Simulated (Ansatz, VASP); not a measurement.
One calculation of La, two programs

File INCAR:

```
PREC     = Accurate       # precision mode
ENCUT    = 520            # plane-wave cutoff, eV
EDIFF    = 1E-6           # SCF threshold, eV
ISMEAR   = -1             # smearing method
SIGMA    = 0.1            # smearing width, eV
LREAL    = False          # projectors in reciprocal space
LASPH    = True           # aspherical terms in the spheres
NELM     = 60             # most SCF steps
ALGO     = Normal         # electronic algorithm
ISIF     = 2              # what is computed and relaxed
LWAVE    = False          # write WAVECAR
LCHARG   = True           # write CHGCAR
GGA      = PS             # functional
LELF     = True           # ELF
LVHAR    = True         
NBANDS   = 18             # bands
```

File KPOINTS:

```
Automatic mesh
0
Gamma
  11 11 6
```

The input POSCAR:

```
La
1.0
    3.6105600013      0.0000000000      0.0000000000
   -1.8052800006      3.1268366830      0.0000000000
    0.0000000000      0.0000000000      5.8982947497
La
2
Direct
    0.3333333333      0.6666666667      0.2500000000
    0.6666666667      0.3333333333      0.7500000000
```

Input for Ansatz:

```yaml
crystal:
  lattice:
    - [3.6105600013, 0.0, 0.0]
    - [-1.8052800006, 3.126836683, 0.0]
    - [0.0, 0.0, 5.8982947497]
  atoms:
    - { symbol: La, position: [0.3333333333, 0.6666666667, 0.25] }
    - { symbol: La, position: [0.6666666667, 0.3333333333, 0.75] }
hamiltonian:
  xc: pbesol
  pseudopotentials:
    kind: paw
    azcp:
      La: "pseudopotentials/La.paw.azcp"
basis:
  ecutwfc: 420
  fft_grid_basis: typed
kpoints:
  mp_grid: { grid: [11, 11, 6], shift: [0, 0, 0] }
magnetization:
  spin_polarized: false
scf:
  occupations: { method: fermi_dirac, width: 0.1 }
  lower_state_search: "off"
output:
  stress: true
```

Alike in both runs: task single point; functional PBEsol; k mesh 11 × 11 × 6; occupations fermi-dirac, width 0.1 eV; no spin polarisation.

|  | VASP | Ansatz |
| --- | --- | --- |
| version | VASP 6.6.1 | Ansatz 0.2.0 |
| potentials or method | VASP PAW PBE potentials, release 64 (La), cutoff 520 eV | plane waves (420 eV) with PAW, scalar-relativistic |
| valence electrons in the cell | 22 | 22 |

|  | VASP | Ansatz | Ansatz less VASP |
| --- | --- | --- | --- |
| pressure (GPa) | 1.1 | 1.0 | -0.08 |

VASP's potentials were made for PBE, not for PBEsol, and Ansatz warns of the same on its side. The functional is the same, so the differences come from potentials, cutoffs and numerics.

Spin-orbit coupling is off throughout.
